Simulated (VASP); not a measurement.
# V (Im-3m) in VASP: single point with LDA

Aim: the single point of V with LDA.

All numbers are computed with VASP 6.6.1; they aren't measurements. Logs are shortened: lines on timing, memory, paths and dates and some standing lists are left out, and cuts for length are marked.

## (1) The cell of the first run

The structure is cubic, space group Im-3m (No. 229). Conventional cell: a = 2.926 Å, b = 2.926 Å, c = 2.926 Å, α = 90.00°, β = 90.00°, γ = 90.00°. V (site symmetry m-3m) has 14 V at 2.53 to 2.93 Å within 3.3 Å.

## (2) Single point, LDA, collinear spin, ferromagnetic start

The input, INCAR:

```
PREC = Accurate
ENCUT = 500
EDIFF = 1E-6
ISMEAR = 0
SIGMA = 0.05
LREAL = False
LASPH = True
NELM = 200
ALGO = Normal
ISIF = 2
LWAVE = False
LCHARG = False
ISPIN = 2
MAGMOM = 0.05
LORBIT = 11
LMAXMIX = 4
NBANDS = 16
GGA_COMPAT = False
```

The input, KPOINTS:

```
Automatic mesh
0
Gamma
  20 20 20
```

The input, POSCAR:

```
V
1.0
   -1.4629224988      1.4629224988      1.4629224988
    1.4629224988     -1.4629224988      1.4629224988
    1.4629224988      1.4629224988     -1.4629224988
V
1
Direct
    0.0000000000      0.0000000000      0.0000000000
```

Potentials or basis: VASP PAW LDA potentials, release 64 (V_sv).

Launch:

```
cat potpaw_LDA.64/V_sv/POTCAR > POTCAR
mpirun -np 1 vasp_std > vasp.out
```

OUTCAR:

```text
PREC = Accurate
   ENCUT = 500
   EDIFF = 1E-6
   ISMEAR = 0
   LREAL = False
   LASPH = True
   NELM = 200
   ISIF = 2
   ISPIN = 2
   LORBIT = 11

 ion  position               nearest neighbor table
   1  0.000  0.000  0.000-

  LATTYP: Found a body centered cubic cell.
 ALAT       =     2.9258449976

  Lattice vectors:

 A1 = (  -1.4629224988,   1.4629224988,   1.4629224988)
 A2 = (   1.4629224988,  -1.4629224988,   1.4629224988)
 A3 = (   1.4629224988,   1.4629224988,  -1.4629224988)

Analysis of symmetry for initial positions (statically):
=====================================================================
 Subroutine PRICEL returns:
 Original cell was already a primitive cell.

 Routine SETGRP: Setting up the symmetry group for a
 body centered cubic supercell.

 Subroutine GETGRP returns: Found 48 space group operations
 (whereof 48 operations were pure point group operations)
 out of a pool of 48 trial point group operations.

The static configuration has the point symmetry O_h .

Analysis of symmetry for dynamics (positions and initial velocities):
=====================================================================
 Subroutine PRICEL returns:
 Original cell was already a primitive cell.

 Routine SETGRP: Setting up the symmetry group for a
 body centered cubic supercell.

 Subroutine GETGRP returns: Found 48 space group operations
 (whereof 48 operations were pure point group operations)
 out of a pool of 48 trial point group operations.

The dynamic configuration has the point symmetry O_h .

Analysis of structural, dynamic, and magnetic symmetry:
=====================================================================
 Subroutine PRICEL returns:
 Original cell was already a primitive cell.

 Routine SETGRP: Setting up the symmetry group for a
 body centered cubic supercell.

 Subroutine GETGRP returns: Found 48 space group operations
 (whereof 48 operations were pure point group operations)
 out of a pool of 48 trial point group operations.

The overall configuration has the point symmetry O_h .

 Subroutine INISYM returns: Found 48 space group operations
 (whereof 48 operations are pure point group operations),
 and found     1 'primitive' translations

----------------------------------------------------------------------------------------

                                     Primitive cell

  volume of cell :      12.5234

  direct lattice vectors                    reciprocal lattice vectors
    -1.462922499  1.462922499  1.462922499     0.000000000  0.341781605  0.341781605
     1.462922499 -1.462922499  1.462922499     0.341781605  0.000000000  0.341781605
     1.462922499  1.462922499 -1.462922499     0.341781605  0.341781605  0.000000000

  length of vectors
     2.533856095  2.533856095  2.533856095     0.483352182  0.483352182  0.483352182

  position of ions in fractional coordinates (direct lattice)
     0.000000000  0.000000000  0.000000000

  ion indices of the primitive-cell ions
   primitive index   ion index
                 1           1

----------------------------------------------------------------------------------------

 KPOINTS: Automatic mesh

Automatic generation of k-mesh.
 Grid dimensions read from file:
 generate k-points for:   20   20   20

 Generating k-lattice:

  Cartesian coordinates                     Fractional coordinates (reciprocal lattice)
     0.000000000  0.017089080  0.017089080     0.050000000  0.000000000  0.000000000
     0.017089080  0.000000000  0.017089080     0.000000000  0.050000000  0.000000000
     0.017089080  0.017089080  0.000000000     0.000000000  0.000000000  0.050000000

  Length of vectors
     0.024167609  0.024167609  0.024167609

  Shift w.r.t. Gamma in fractional coordinates (k-lattice)
     0.000000000  0.000000000  0.000000000

 Subroutine IBZKPT returns following result:
 ===========================================

 Found    256 irreducible k-points:

 Following reciprocal coordinates:
            Coordinates               Weight
  0.000000  0.000000  0.000000      1.000000
  0.050000  0.000000  0.000000     12.000000
  0.100000  0.000000  0.000000     12.000000
  0.150000  0.000000  0.000000     12.000000
  0.200000  0.000000  0.000000     12.000000
  0.250000  0.000000  0.000000     12.000000
[... 16 lines left out ...]
  0.200000  0.100000 -0.000000     48.000000
  0.250000  0.100000 -0.000000     48.000000
 [... further k-points ...]
   k-points           NKPTS =    256   k-points in BZ     NKDIM =    256   number of bands    NBANDS=     16
   number of dos      NEDOS =    301   number of ions     NIONS =      1
   total plane-waves  NPLWV =   5832
   dimension x,y,z NGX =    18 NGY =   18 NGZ =   18
   dimension x,y,z NGXF=    36 NGYF=   36 NGZF=   36
   ions per type =               1
   NGX,Y,Z   is equivalent  to a cutoff of  11.81, 11.81, 11.81 a.u.
   NGXF,Y,Z  is equivalent  to a cutoff of  23.62, 23.62, 23.62 a.u.
 SYSTEM =  unknown system
   PREC   = accura    normal or accurate (medium, high low for compatibility)
   ISTART =      0    job   : 0-new  1-cont  2-samecut
   ICHARG =      2    charge: 1-file 2-atom 10-const
   ISPIN  =      2    spin polarized calculation?
   LNONCOLLINEAR =      F non collinear calculations
   LSORBIT =      F    spin-orbit coupling
   LASPH  =      T    aspherical Exc in radial PAW
   ENCUT  =  500.0 eV  36.75 Ry    6.06 a.u.   4.62  4.62  4.62*2*pi/ulx,y,z
   NELM   =    200;   NELMIN=  2; NELMDL= -5     # of ELM steps
   EDIFF  = 0.1E-05   stopping-criterion for ELM
   LREAL  =      F    real-space projection
   EDIFFG = 0.1E-04   stopping-criterion for IOM
   NSW    =      0    number of steps for IOM
   IBRION =     -1    ionic relax: 0-MD 1-quasi-New 2-CG
   NFREE  =      0    steps in history (QN), initial steepest desc. (CG)
   ISIF   =      2    stress and relaxation
   ISYM   =      2    0-nonsym 1-usesym 2-fastsym
   POTIM  = 0.5000    time-step for ionic-motion
   TEBEG  =    0.0;   TEEND  =   0.0 temperature during run
   PSTRESS=    0.0 pullay stress
   NELECT =      13.0000    total number of electrons
   NUPDOWN=      -1.0000    fix difference up-down
   EMIN   =  10.00;   EMAX   =-10.00  energy-range for DOS
   EFERMI =   0.00;   METHOD = LEGACY
   ISMEAR =     0;   SIGMA  =   0.05  broadening in eV -4-tet -1-fermi 0-gaus
   EFERMI_NEDOS =   21; number of points for ismear=-14 and -15
   IALGO  =     38    algorithm
   IMIX   =      4    mixing-type and parameters
     AMIX     =   0.40;   BMIX     =  1.00
     AMIX_MAG =   1.60;   BMIX_MAG =  1.00
  volume/ion in A,a.u.               =      12.52        84.51
  Fermi-wavevector in a.u.,A,eV,Ry     =   1.657606  3.132421 37.384150  2.747658
  Thomas-Fermi vector in A             =   2.745330
   LORBIT       =     11    0 simple, 1 ext, 2 COOP (PROOUT), +10 PAW based schemes
   GGA     = CA    functional components
   LHFCALC =     F    Hartree Fock is set to
   AEXX    =    0.0000 exact exchange contribution
   IVDW    =     0    specifies the selected vdW correction
   LEPSILON=     F    determine dielectric tensor
   LRPA    =     F    only Hartree local field effects (RPA)
 spin polarized calculation
 Gauss-broadening in eV      SIGMA  =   0.05
  energy-cutoff  :      500.00
  volume of cell :       12.52
 maximum number of plane-waves:       331
   NGX =  9   NGY =  9   NGZ =  9

 number of electron      13.0000012 magnetization      -0.0031106

 number of electron      13.0000012 magnetization       0.0000829

 Free energy of the ion-electron system (eV)
  ---------------------------------------------------
  ext. energy  EPLUGINS =         0.00000000
  ---------------------------------------------------
  free energy    TOTEN  =        -9.95007751 eV

  energy without entropy =       -9.94820632  energy(sigma->0) =       -9.94914191

 E-fermi :  10.4162     XC(G=0): -13.6322

 val. band max:       10.4087692267   @ k =   0.3000   0.1000   0.1000
 cond. band min:      10.4239148826   @ k =   0.3000   0.1000   0.0000
 fundamental gap:      0.0151456559
 Fermi energy:        10.4161935029

 spin component 1

 k-point     1 :       0.0000    0.0000    0.0000
  band No.  band energies     occupation
      1     -52.4669      1.00000
      2     -26.0326      1.00000
      3     -26.0326      1.00000
      4     -26.0326      1.00000
      5       3.7694      1.00000
      6      10.8193      0.00000
[... 8 lines left out ...]
     15      39.3117      0.00000
     16      44.0283      0.00000

 k-point     2 :       0.0500    0.0000    0.0000
  band No.  band energies     occupation
      1     -52.4602      1.00000
      2     -26.0626      1.00000
      3     -26.0416      1.00000
      4     -26.0329      1.00000
      5       3.8782      1.00000
      6      10.7709      0.00000
[... 8 lines left out ...]
     15      39.4919      0.00000
     16      42.7455      0.00000

 k-point     3 :       0.1000    0.0000    0.0000
  band No.  band energies     occupation
      1     -52.4409      1.00000
      2     -26.1491      1.00000
      3     -26.0675      1.00000
      4     -26.0336      1.00000
      5       4.1966      1.00000
      6      10.6328      0.00000
[... 8 lines left out ...]
     15      39.8473      0.00000
     16      41.0792      0.00000
[... 362 lines left out ...]
 k-point    23 :       0.2000    0.1000   -0.0000
  band No.  band energies     occupation
      1     -52.3165      1.00000
      2     -26.6619      1.00000
      3     -26.2185      1.00000
      4     -26.0750      1.00000
      5       6.2699      1.00000
      6       9.8968      1.00000
[... 8 lines left out ...]
     15      38.5032      0.00000
     16      40.5158      0.00000

 k-point    24 :       0.2500    0.1000   -0.0000
  band No.  band energies     occupation
      1     -52.2755      1.00000
      2     -26.8181      1.00000
      3     -26.2823      1.00000
      4     -26.0784      1.00000
      5       6.8460      1.00000
      6       9.6476      1.00000
[... 8 lines left out ...]
     15      39.1117      0.00000
     16      40.3305      0.00000

 [... further k-points ...]

 spin component 2

 k-point     1 :       0.0000    0.0000    0.0000
  band No.  band energies     occupation
      1     -52.4668      1.00000
      2     -26.0325      1.00000
      3     -26.0325      1.00000
      4     -26.0325      1.00000
      5       3.7694      1.00000
      6      10.8194      0.00000
[... 8 lines left out ...]
     15      39.3118      0.00000
     16      44.0283      0.00000

 k-point     2 :       0.0500    0.0000    0.0000
  band No.  band energies     occupation
      1     -52.4601      1.00000
      2     -26.0625      1.00000
      3     -26.0415      1.00000
      4     -26.0328      1.00000
      5       3.8783      1.00000
      6      10.7710      0.00000
[... 8 lines left out ...]
     15      39.4919      0.00000
     16      42.7456      0.00000

 k-point     3 :       0.1000    0.0000    0.0000
  band No.  band energies     occupation
      1     -52.4408      1.00000
      2     -26.1490      1.00000
      3     -26.0674      1.00000
      4     -26.0335      1.00000
      5       4.1966      1.00000
      6      10.6328      0.00000
[... 8 lines left out ...]
     15      39.8474      0.00000
     16      41.0792      0.00000
[... 362 lines left out ...]
 k-point    23 :       0.2000    0.1000   -0.0000
  band No.  band energies     occupation
      1     -52.3164      1.00000
      2     -26.6618      1.00000
      3     -26.2184      1.00000
      4     -26.0749      1.00000
      5       6.2700      1.00000
      6       9.8968      1.00000
[... 8 lines left out ...]
     15      38.5032      0.00000
     16      40.5159      0.00000

 k-point    24 :       0.2500    0.1000   -0.0000
  band No.  band energies     occupation
      1     -52.2755      1.00000
      2     -26.8180      1.00000
      3     -26.2822      1.00000
      4     -26.0783      1.00000
      5       6.8461      1.00000
      6       9.6476      1.00000
[... 8 lines left out ...]
     15      39.1117      0.00000
     16      40.3305      0.00000

 [... further k-points ...]

------------------------ aborting loop because EDIFF is reached ----------------------------------------

  FORCE on cell =-STRESS in cart. coord.  units (eV):
  Direction    XX          YY          ZZ          XY          YZ          ZX
  --------------------------------------------------------------------------------------
  -------------------------------------------------------------------------------------
  Total        0.0353279      0.0353279      0.0353279     -0.0000000     -0.0000000      0.0000000
  in kB        4.5196503      4.5196503      4.5196503     -0.0000000     -0.0000000      0.0000000
  external PRESSURE =       4.5196503 kB  Pullay stress =       0.0000000 kB

 VOLUME and BASIS-vectors are now :
 -----------------------------------------------------------------------------
  energy-cutoff  :      500.00
  volume of cell :       12.52
      direct lattice vectors                 reciprocal lattice vectors
    -1.462922499  1.462922499  1.462922499     0.000000000  0.341781605  0.341781605
     1.462922499 -1.462922499  1.462922499     0.341781605  0.000000000  0.341781605
     1.462922499  1.462922499 -1.462922499     0.341781605  0.341781605  0.000000000

 POSITION                                       TOTAL-FORCE (eV/Angst)
 -----------------------------------------------------------------------------------
      0.00000      0.00000      0.00000         0.000000      0.000000     -0.000000
 -----------------------------------------------------------------------------------
    total drift:                                0.000000      0.000000      0.000000

  FREE ENERGIE OF THE ION-ELECTRON SYSTEM (eV)
  ---------------------------------------------------
  free  energy   TOTEN  =        -9.9500775073 eV

  energy  without entropy=       -9.9482063172  energy(sigma->0) =       -9.94914191

 total charge

# of ion       s       p       d       tot
------------------------------------------
    1        2.366   6.241   3.204  11.811

 magnetization (x)

# of ion       s       p       d       tot
------------------------------------------
    1       -0.000   0.000   0.000   0.000
```

Wall time 27 s (1 thread of Intel Xeon 6975P-C (Granite Rapids), shared host); peak memory 0.17 GiB.

Results:

```yaml
Free_energy: -9.9501 eV
Pressure: 0.5 GPa
Net_moment: 0.00 μB per cell
Valence_electrons_inside_the_program's_atomic_spheres: V 11.81
```
